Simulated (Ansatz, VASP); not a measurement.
# Two plane-wave programs on Be4Mo

File INCAR:

```
SYSTEM = Be4Mo
PREC = Accurate ; ENCUT = 520
EDIFF = 1E-6 ; ISMEAR = 0
SIGMA = 0.1 ; LREAL = .False.
LASPH = .True. ; NELM = 150
ALGO = Fast ; ISIF = 2
LWAVE = .False. ; LCHARG = .False.
ISPIN = 2 ; MAGMOM = 0 0 0 0 1
LORBIT = 11 ; LMAXMIX = 4
GGA = PE ; NBANDS = 23
```

KPOINTS

```
regular mesh
0
Gamma
  6 6 4
  0 0 0
```

Contents of POSCAR:

```
Be4Mo
1.0
    4.1144073992      0.0000000000      0.0000000000
   -2.0572036996      3.5631813292      0.0000000000
    0.0000000000      0.0000000000      4.4347609489
Be Mo
4 1
Direct
    0.5000000000      0.0000000000      0.7639756262
    0.0000000000      0.5000000000      0.7639756262
    0.5000000000      0.5000000000      0.7639756262
    0.0000000000      0.0000000000      0.9217415905
    0.0000000000      0.0000000000      0.4374884709
```

Input for Ansatz:

```yaml
crystal:
  lattice:
    - [4.1144073992, 0.0, 0.0]
    - [-2.0572036996, 3.5631813292, 0.0]
    - [0.0, 0.0, 4.4347609489]
  atoms:
    - { symbol: Be, position: [0.5, 0.0, 0.7639756262] }
    - { symbol: Be, position: [0.0, 0.5, 0.7639756262] }
    - { symbol: Be, position: [0.5, 0.5, 0.7639756262] }
    - { symbol: Be, position: [0.0, 0.0, 0.9217415905] }
    - { symbol: Mo, position: [0.0, 0.0, 0.4374884709], spin: 1.0 }
basis:
  ecutwfc: 420
kpoints:
  mp_grid: { grid: [6, 6, 4] }
hamiltonian:
  xc: pbe
scf:
  occupations: { method: gaussian, width: 0.1 }
  lower_state_search: "off"
output:
  forces: true
  stress: true
  eigenvalues: true
  populations: true
magnetization:
  spin_polarized: true
```

Alike in both runs: task single point; functional PBE; k mesh 6 × 6 × 4; occupations gaussian, width 0.1 eV; collinear spin.

|  | VASP | Ansatz |
| --- | --- | --- |
| version | VASP 6.6.1 | Ansatz 0.2.0 |
| potentials or method | VASP PAW PBE potentials, release 64 (Be, Mo_sv), cutoff 520 eV | scalar-relativistic, plane waves, PAW |
| valence electrons in the cell | 22 | 22 |

|  | VASP | Ansatz | Ansatz less VASP |
| --- | --- | --- | --- |
| gap on the k mesh at the Fermi level (eV) | none | none | - |
| pressure (GPa) | 0.2 | 1.4 | +1.18 |
| traceless stress, the component that is largest in VASP (GPa) | -0.11 | 1.23 | +1.346 |
| rms of the force components (eV/Å) | 0.007 | 0.025 | +0.0176 |
| net moment per atom (μB) | 0.00 | 0.34 | +0.339 |
| size of the moment on the site where the two differ most (μB) | 0.01 | 0.83 | +0.823 |

The net moments are unlike, so the other rows may belong to different states. Site moments also hang on the region over which each program counts them. Atom by atom the forces differ by 0.031 eV/Å (rms over components). A gap of «none» marks a metal or a gap that the smearing closes.
